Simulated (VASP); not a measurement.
## SiGe3: relaxation of cell and atoms with r2SCAN

SiGe3:

```
CELL_PARAMETERS angstrom
4.05288 0.00000 0.00000
0.00000 4.05288 0.00000
0.00000 0.00000 4.05288
ATOMIC_POSITIONS crystal
Si 0.00000 0.00000 0.00000
Ge 0.00000 0.50000 0.50000
Ge 0.50000 0.00000 0.50000
Ge 0.50000 0.50000 0.00000
```

```
Program                : VASP 6.6.1
Task                   : relaxation of cell and atoms
Functional             : r2SCAN
Potentials or basis    : VASP PAW PBE potentials, release 64 (Si, Ge_d)
Cutoff                 : 600 eV
k mesh                 : 4 × 4 × 4
Occupations            : gaussian, width 0.1 eV
Spin                   : no spin polarisation
Dipole correction      : no
Further INCAR settings : ALGO = Normal; EDIFF = 1e-06; IBRION = 2; EDIFFG = -0.04; NSW = 90; ISIF = 3
```

```yaml
Relaxed_volume: 18.55 Å³/atom
Relaxed_cell: a = 4.202 Å, b = 4.202 Å, c = 4.202 Å, α = 90.00°, β = 90.00°, γ = 90.00°
Space_group_after_relaxing_to_0.05_Å: Pm-3m (No. 221)
Energy_gained_by_relaxing: 53.6 meV/atom
Ionic_steps: 3
Pressure_after_relaxing: 0.1 GPa
Band_gap_on_the_k_mesh: zero (band 23 reaches 9.64 eV, above the bottom of band 24 at 6.47 eV)
```

The path:
| step | energy change (eV) | largest force (eV/Å) | pressure (GPa) | volume (Å³) |
| --- | --- | --- | --- | --- |
| 1 | 0.0000 | 0.0000 | 9.73 | 66.57 |
| 2 | -0.1953 | 0.0000 | -2.33 | 76.79 |
| 3 | -0.2143 | 0.0000 | 0.08 | 74.21 |

Final structure:
```xyz
4
Lattice="4.2023 0.0000 0.0000 0.0000 4.2023 0.0000 0.0000 0.0000 4.2023" Properties=species:S:1:pos:R:3 pbc="T T T"
Si    0.0000    0.0000    0.0000
Ge    0.0000    2.1011    2.1011
Ge    2.1011    0.0000    2.1011
Ge    2.1011    2.1011    0.0000
```

Levels at points of the mesh, in eV from the Fermi level:
```tsv
k point	band 21	band 22	band 23	band 24	band 25	band 26
(0.00, 0.00, 0.00)	-4.59	-4.59	2.75	2.75	2.75	2.94
(0.50, 0.00, 0.00)	-2.36	-2.26	-2.26	-0.42	-0.26	4.26
(0.50, 0.50, 0.00)	-0.51	-0.51	-0.16	-0.14	-0.14	-0.05
(0.50, 0.50, 0.50)	-5.85	-5.85	-5.85	7.16	7.16	7.16
```

Run time: 2.1 min on 1 thread of Intel(R) Xeon(R) 6975P-C (Granite Rapids), on a shared host, peak memory 0.2 GiB.

Caveat: the k points lie up to 0.37 Å⁻¹ apart in the final cell; the PAW data sets were made with another functional, which shifts forces and pressure a little.
